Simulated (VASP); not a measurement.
# B2O (P-3m1) in VASP: notebook, part 2 of 2

VASP 6.6.1. Earlier steps stand in the parts before.

## Step 5: Relaxation of cell and atoms, PBE+D3(BJ)

This run uses another cell than the first one, of 8.86 Å³/atom.

Contents of INCAR:

```
SYSTEM = B2O
PREC = Accurate ; ENCUT = 600
EDIFF = 1E-6 ; ISMEAR = 0
SIGMA = 0.1 ; LREAL = .False.
LASPH = .True. ; NELM = 80
ALGO = Fast ; ISIF = 3
LWAVE = .False. ; LCHARG = .False.
GGA = PE ; IVDW = 12
IBRION = 2 ; NSW = 100
EDIFFG = -0.005
```

Contents of KPOINTS:

```
Automatic mesh
0
Gamma
  18 18 4
  0 0 0
```

Contents of POSCAR:

```
B2O
1.0
    2.5111601785      0.0000000000      0.0000000000
   -1.2555800893      2.1747285075      0.0000000000
    0.0000000000      0.0000000000      9.7315717338
B O
4 2
Direct
    0.0000000000      0.0000000000      0.4101762373
    0.0000000000      0.0000000000      0.5898237627
    0.6666666667      0.3333333333      0.0359612610
    0.3333333333      0.6666666667      0.9640387390
    0.6666666667      0.3333333333      0.3525481345
    0.3333333333      0.6666666667      0.6474518655
```

Potentials or basis: VASP PAW PBE potentials, release 64 (B, O).

The run is started by

```sh
> cat potpaw_PBE.64/B/POTCAR potpaw_PBE.64/O/POTCAR > POTCAR
> mpirun -np 1 vasp_std > vasp.out
```

OUTCAR:

```text
SYSTEM = B2O
   PREC = Accurate
   ENCUT = 600
   EDIFF = 1E-6
   ISMEAR = 0
   LREAL = .False.
   LASPH = .True.
   NELM = 80
   ISIF = 3
   GGA = PE
   IVDW = 12
   IBRION = 2
   NSW = 100
   EDIFFG = -0.005
 IVDW          = 12

 ion  position               nearest neighbor table
   1  0.000  0.000  0.410-   5 1.55   5 1.55   5 1.55   2 1.75
   2  0.000  0.000  0.590-   6 1.55   6 1.55   6 1.55   1 1.75
   3  0.667  0.333  0.036-   4 1.61   4 1.61   4 1.61
   4  0.333  0.667  0.964-   3 1.61   3 1.61   3 1.61
   5  0.667  0.333  0.353-   1 1.55   1 1.55   1 1.55
   6  0.333  0.667  0.647-   2 1.55   2 1.55   2 1.55

  LATTYP: Found a hexagonal cell.
 ALAT       =     2.5111601785
 C/A-ratio  =     3.8753289484

  Lattice vectors:

 A1 = (   2.5111601785,   0.0000000000,   0.0000000000)
 A2 = (  -1.2555800893,   2.1747285075,   0.0000000000)
 A3 = (   0.0000000000,   0.0000000000,   9.7315717338)

Analysis of symmetry for initial positions (statically):
=====================================================================
 Subroutine PRICEL returns:
 Original cell was already a primitive cell.

 Routine SETGRP: Setting up the symmetry group for a
 hexagonal supercell.

 Subroutine GETGRP returns: Found 12 space group operations
 (whereof 12 operations were pure point group operations)
 out of a pool of 24 trial point group operations.

The static configuration has the point symmetry D_3d.

[... 170 lines left out ...]
  energy without entropy =      -39.52353981  energy(sigma->0) =      -39.52681671

------------------------ aborting loop because EDIFF is reached ----------------------------------------

 Edisp (eV)   -0.81518

 E8    (eV) :    -0.2489
[... 117 lines left out ...]
  FREE ENERGIE OF THE ION-ELECTRON SYSTEM (eV)
  ---------------------------------------------------
  free  energy   TOTEN  =       -40.3672767071 eV

  energy  without entropy=      -40.3612952598  energy(sigma->0) =      -40.36428598

[... ionic steps 4 to 27 ...]

--------------------------------------- Ionic step       28  -------------------------------------------

 number of electron      23.9999998 magnetization

------------------------ aborting loop because EDIFF is reached ----------------------------------------
[... 83 lines left out ...]
--------------------------------------- Ionic step       30  -------------------------------------------

 number of electron      23.9999998 magnetization

 Free energy of the ion-electron system (eV)
  ---------------------------------------------------
  ext. energy  EPLUGINS =         0.00000000
  ---------------------------------------------------
  free energy    TOTEN  =       -39.57595458 eV

  energy without entropy =      -39.57042781  energy(sigma->0) =      -39.57319120

 E-fermi :   4.5118     XC(G=0): -10.2835

 val. band max:        4.5067270276   @ k =   0.0000   0.4444   0.2500
 cond. band min:       4.5765270331   @ k =  -0.0556   0.4444   0.2500
 fundamental gap:      0.0698000055
 Fermi energy:         4.5118048501

 k-point     1 :       0.0000    0.0000    0.0000
  band No.  band energies     occupation
      1     -19.8829      2.00000
      2     -19.3444      2.00000
      3      -8.3936      2.00000
      4      -6.7204      2.00000
      5      -2.5513      2.00000
      6      -1.4023      2.00000
[... 433 lines left out ...]
      3      -7.7963      2.00000
      4      -7.4084      2.00000
      5      -4.0718      2.00000
      6      -3.8466      2.00000
[... 8 lines left out ...]
     15       8.3061      0.00000
     16      10.1367      0.00000

 [... further k-points ...]

------------------------ aborting loop because EDIFF is reached ----------------------------------------

 Edisp (eV)   -0.80286

 E8    (eV) :    -0.2451
[... 29 lines left out ...]
  FREE ENERGIE OF THE ION-ELECTRON SYSTEM (eV)
  ---------------------------------------------------
  free  energy   TOTEN  =       -40.3788134956 eV

  energy  without entropy=      -40.3732867258  energy(sigma->0) =      -40.37605011

 reached required accuracy - stopping structural energy minimisation
```

OSZICAR:

```text
N       E                     dE             d eps       ncg     rms          rms(c)
DAV:   1     0.113497401104E+03    0.11350E+03   -0.13848E+04  4416   0.155E+03
DAV:   2    -0.370187138367E+02   -0.15052E+03   -0.14804E+03  5904   0.296E+02
DAV:   3    -0.426486295463E+02   -0.56299E+01   -0.56100E+01  6136   0.632E+01
[... 211 lines left out ...]
       N       E                     dE             d eps       ncg     rms          rms(c)
DAV:   1    -0.395759569977E+02   -0.17592E-03   -0.30131E-03  4416   0.467E-01    0.172E-02
RMM:   2    -0.395759561801E+02    0.81759E-06   -0.56721E-05  4353   0.656E-02    0.886E-03
RMM:   3    -0.395759547209E+02    0.14592E-05   -0.91334E-06  4101   0.253E-02    0.290E-03
RMM:   4    -0.395759545805E+02    0.14042E-06   -0.75041E-07  2512   0.757E-03
  30 F= -.40378813E+02 E0= -.40376050E+02  d E =-.881971E-05
```

Wall time 35 min (1 thread of Oxide Virtual Turin-like, shared host); peak memory 0.25 GiB.

What came out:

```yaml
Free_energy: -40.3788 eV
Relaxed_volume: 8.99 Å³/atom
Relaxed_cell: a = 2.548 Å, b = 2.548 Å, c = 9.585 Å, α = 90.00°, β = 90.00°, γ = 120.00°
Space_group_after_relaxing_to_0.1_Å: P-3m1 (No. 164)
Energy_gained_by_relaxing: 5.6 meV/atom
Ionic_steps: 30
Pressure_after_relaxing: 0.0 GPa
Largest_force_after_relaxing: 0.005 eV/Å
Band_gap_on_the_k_mesh: zero (bands 12 and 13 overlap by 4.33 eV)
Dispersion_energy_per_atom: -0.134 eV
```

Forces on the atoms (eV/Å):
```
B    0.000  0.000 -0.005
B    0.000  0.000  0.005
B    0.000  0.000  0.000
B    0.000  0.000  0.000
O    0.000  0.000 -0.004
O    0.000  0.000  0.004
```

Step by step:
```
step  energy change (eV)  largest force (eV/Å)  pressure (GPa)  volume (Å³)
   1              0.0000                0.3520            0.17        53.15
   2             -0.0117                0.2248            1.01        53.22
   3             -0.0220                0.2624            3.39        53.42
   4             -0.0236                0.0821            2.69        53.36
   5             -0.0293                0.0745            1.74        53.69
   6             -0.0327                0.0501           -0.31        54.46
   7             -0.0330                0.0529            0.08        54.30
   8             -0.0330                0.0533            0.13        54.28
   9             -0.0331                0.0309            0.07        54.27
  10             -0.0332                0.0213            0.02        54.27
  11             -0.0332                0.0139           -0.07        54.27
  12             -0.0332                0.0081           -0.14        54.27
  13             -0.0332                0.0118           -0.12        54.25
  14             -0.0333                0.0344            0.00        54.16
  15             -0.0333                0.0433            0.04        54.13
  16             -0.0333                0.0399            0.08        54.12
  17             -0.0333                0.0323            0.10        54.09
  18             -0.0333                0.0186            0.14        54.03
  19             -0.0333                0.0362            0.31        53.91
  20             -0.0333                0.0197            0.22        54.00
  21             -0.0333                0.0204            0.18        54.01
  22             -0.0334                0.0172            0.11        54.02
  23             -0.0334                0.0197           -0.08        54.03
  24             -0.0334                0.0179           -0.09        54.02
  25             -0.0335                0.0140           -0.13        54.00
  26             -0.0335                0.0051           -0.05        53.97
  27             -0.0335                0.0069            0.05        53.94
  28             -0.0335                0.0069            0.06        53.93
  29             -0.0335                0.0098            0.06        53.90
  30             -0.0335                0.0046           -0.03        53.91
```

Final structure:
```
CELL_PARAMETERS angstrom
2.54850 0.00000 0.00000
-1.27425 2.20706 0.00000
0.00000 0.00000 9.58517
ATOMIC_POSITIONS crystal
B 0.00000 0.00000 0.40909
B 0.00000 0.00000 0.59091
B 0.66667 0.33333 0.02938
B 0.33333 0.66667 0.97062
O 0.66667 0.33333 0.35140
O 0.33333 0.66667 0.64860
```

Zero-point motion and thermal expansion aren't in these numbers.

## Step 6: The runs side by side

```tsv
task	cell	k mesh	cutoff (eV)	smearing	gap on the mesh (eV)	pressure (GPa)	largest force (eV/Å)
single point	a = 2.546, b = 2.546, c = 9.678 Å, angles 90.0, 90.0, 120.0°, 6 atoms, atomic positions A	18 × 18 × 4	520	gaussian 0.1 eV	none	0.3	0.01
single point	a = 2.546, b = 2.546, c = 9.678 Å, angles 90.0, 90.0, 120.0°, 6 atoms, atomic positions A	18 × 18 × 4	520	gaussian 0.15 eV	none	0.2	0.01
single point	a = 2.546, b = 2.546, c = 9.678 Å, angles 90.0, 90.0, 120.0°, 6 atoms, atomic positions A	21 × 21 × 6	520	gaussian 0.15 eV	none	0.2	0.04
relaxation of cell and atoms	relaxed from a = 2.511, b = 2.511, c = 9.732 Å, angles 90.0, 90.0, 120.0°, 6 atoms, atomic positions B	18 × 18 × 4	600	gaussian 0.1 eV	none	0.0	-
```

Alike in all rows: level PBE+D3(BJ); potentials or basis VASP PAW PBE potentials, release 64 (B, O); no spin polarisation.

Absolute energies hang on the potentials; compare differences alone.

The gap in the log of VASP goes by the Fermi energy; the results here count the filled bands.